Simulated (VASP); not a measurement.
# Rh (Fm-3m) in VASP: further runs, part 2 of 2

VASP 6.6.1. The steps go on from the part before.

**3. Relaxation of cell and atoms, PBEsol**

This run uses another cell than the first one, of 13.67 Å³/atom, 1.013 times its volume.

Contents of INCAR:

```
SYSTEM = Rh
ALGO = Normal ; EDIFF = 1E-6
EDIFFG = -0.03 ; ENCUT = 600
GGA = PS ; IBRION = 2
ISIF = 3 ; ISMEAR = -1
LASPH = .TRUE. ; LCHARG = .FALSE.
LREAL = .FALSE. ; LWAVE = .FALSE.
NELM = 100 ; NSW = 80
PREC = Accurate ; SIGMA = 0.05
```

Contents of KPOINTS:

```
k-points
0
G
  12 12 12
  0 0 0
```

Contents of POSCAR:

```
Rh
1.0
    2.6839650000      0.0000000000      0.0000000000
    1.3419825000      2.3243818729      0.0000000000
    1.3419825000      0.7747939576      2.1914482458
Rh
1
Direct
    0.0000000000      0.0000000000      0.0000000000
```

Potentials or basis: VASP PAW PBE potentials, release 64 (Rh_pv).

Started as:

```console
$ cat potpaw_PBE.64/Rh_pv/POTCAR > POTCAR
$ mpirun -np 1 vasp_std > vasp.out
```

OUTCAR:

```text
SYSTEM = Rh
   EDIFF = 1E-6
   EDIFFG = -0.03
   ENCUT = 600
   GGA = PS
   IBRION = 2
   ISIF = 3
   ISMEAR = -1
   LASPH = .TRUE.
   LREAL = .FALSE.
   NELM = 100
   NSW = 80
   PREC = Accurate

 ion  position               nearest neighbor table
   1  0.000  0.000  0.000-

  LATTYP: Found a face centered cubic cell.
 ALAT       =     3.7956997040

  Lattice vectors:

 A1 = (   2.6839650000,   0.0000000000,   0.0000000000)
 A2 = (   1.3419825000,   2.3243818729,   0.0000000000)
 A3 = (   1.3419825000,   0.7747939576,   2.1914482458)

Analysis of symmetry for initial positions (statically):
=====================================================================
 Subroutine PRICEL returns:
 Original cell was already a primitive cell.

 Routine SETGRP: Setting up the symmetry group for a
 face centered cubic supercell.

 Subroutine GETGRP returns: Found 48 space group operations
 (whereof 48 operations were pure point group operations)
 out of a pool of 48 trial point group operations.

The static configuration has the point symmetry O_h .

Analysis of symmetry for dynamics (positions and initial velocities):
=====================================================================
 Subroutine PRICEL returns:
 Original cell was already a primitive cell.
[... 224 lines left out ...]

 number of electron      15.0000002 magnetization

 Free energy of the ion-electron system (eV)
  ---------------------------------------------------
  ext. energy  EPLUGINS =         0.00000000
  ---------------------------------------------------
  free energy    TOTEN  =        -8.14691600 eV

  energy without entropy =       -8.13896858  energy(sigma->0) =       -8.14294229

 E-fermi :  12.1208     XC(G=0): -14.3442

 val. band max:       12.0321044070   @ k =  -0.3333   0.3333   0.0000
 cond. band min:      12.1592050497   @ k =   0.5000   0.4167  -0.0000
 fundamental gap:      0.1271006427
 Fermi energy:        12.1208209211

 k-point     1 :       0.0000    0.0000    0.0000
  band No.  band energies     occupation
      1     -34.2779      2.00000
      2     -34.2779      2.00000
      3     -34.2779      2.00000
      4       3.9135      2.00000
      5       8.9095      2.00000
      6       8.9095      2.00000
      7       8.9095      2.00000
      8      11.0836      2.00000
      9      11.0836      2.00000
     10      28.0304      0.00000
     11      32.3834      0.00000
[... 309 lines left out ...]
 k-point    24 :      -0.4167    0.1667    0.0000
  band No.  band energies     occupation
      1     -34.9914      2.00000
      2     -34.5293      2.00000
      3     -34.4153      2.00000
      4       6.5285      2.00000
      5       8.2251      2.00000
      6       9.5286      2.00000
      7       9.9517      2.00000
      8      12.3690      0.01388
      9      16.2592      0.00000
     10      20.9686      0.00000
     11      28.1986      0.00000

 [... further k-points ...]

------------------------ aborting loop because EDIFF is reached ----------------------------------------

  FORCE on cell =-STRESS in cart. coord.  units (eV):
  Direction    XX          YY          ZZ          XY          YZ          ZX
  --------------------------------------------------------------------------------------
  -------------------------------------------------------------------------------------
  Total       -0.0041520     -0.0041520     -0.0041520      0.0000000      0.0000000     -0.0000000
  in kB       -0.4931994     -0.4931994     -0.4931994      0.0000000      0.0000000     -0.0000000
  external PRESSURE =      -0.4931994 kB  Pullay stress =       0.0000000 kB
[... 16 lines left out ...]
  FREE ENERGIE OF THE ION-ELECTRON SYSTEM (eV)
  ---------------------------------------------------
  free  energy   TOTEN  =        -8.1469160004 eV

  energy  without entropy=       -8.1389685753  energy(sigma->0) =       -8.14294229

 reached required accuracy - stopping structural energy minimisation
```

OSZICAR:

```text
N       E                     dE             d eps       ncg     rms          rms(c)
DAV:   1     0.123892063852E+03    0.12389E+03   -0.10413E+04  1584   0.163E+03
DAV:   2    -0.719343236863E+01   -0.13109E+03   -0.12581E+03  1626   0.410E+02
DAV:   3    -0.878025117104E+01   -0.15868E+01   -0.15797E+01  1836   0.510E+01
[... 21 lines left out ...]
DAV:   3    -0.814598110571E+01    0.10608E-02   -0.82464E-03  1779   0.120E+00    0.538E-01
DAV:   4    -0.814686364065E+01   -0.88253E-03   -0.20679E-03  1680   0.618E-01    0.550E-02
DAV:   5    -0.814692300827E+01   -0.59368E-04   -0.59031E-05  1858   0.959E-02    0.213E-02
DAV:   6    -0.814691642250E+01    0.65858E-05   -0.40787E-06  1650   0.321E-02    0.323E-03
DAV:   7    -0.814691600044E+01    0.42206E-06   -0.49873E-08   894   0.325E-03
   3 F= -.81469160E+01 E0= -.81429423E+01  d E =-.230004E-02
```

CONTCAR:

```text
Rh
   1.00000000000000
     2.6719074644851952   -0.0000000000000000   -0.0000000000000000
     1.3359537322425976    2.3139397408367186    0.0000000000001588
     1.3359537322425976    0.7713132469125390    2.1816033092782003
  Rh
     1
Direct
     0.0000000000000000    0.0000000000000000    0.0000000000000000

  0.00000000E+00  0.00000000E+00  0.00000000E+00
```

Run time: 18 s. Hardware: 1 thread of Intel Xeon Platinum 8488C (Sapphire Rapids), shared host; peak memory 0.15 GiB.

What came out:

```yaml
Free_energy: -8.1469 eV
Relaxed_volume: 13.49 Å³/atom
Relaxed_cell: a = 2.672 Å, b = 2.672 Å, c = 2.672 Å, α = 60.00°, β = 60.00°, γ = 60.00°
Space_group_after_relaxing_to_0.05_Å: Fm-3m (No. 225)
Energy_gained_by_relaxing: 2.3 meV/atom
Ionic_steps: 3
Pressure_after_relaxing: 0.0 GPa
```

The path:
```tsv
step	energy change (eV)	largest force (eV/Å)	pressure (GPa)	volume (Å³)
1	0.0000	0.0000	-3.93	13.67
2	0.0139	0.0000	11.56	13.02
3	-0.0023	0.0000	-0.05	13.49
```

Final structure:
```
Rh
1.0
     2.67191    0.00000    0.00000
     1.33595    2.31394    0.00000
     1.33595    0.77131    2.18160
Rh
1
Cartesian
  0.0000 0.0000 0.0000
```

Caveat: the PAW data sets were made with another functional, which shifts forces and pressure a little.
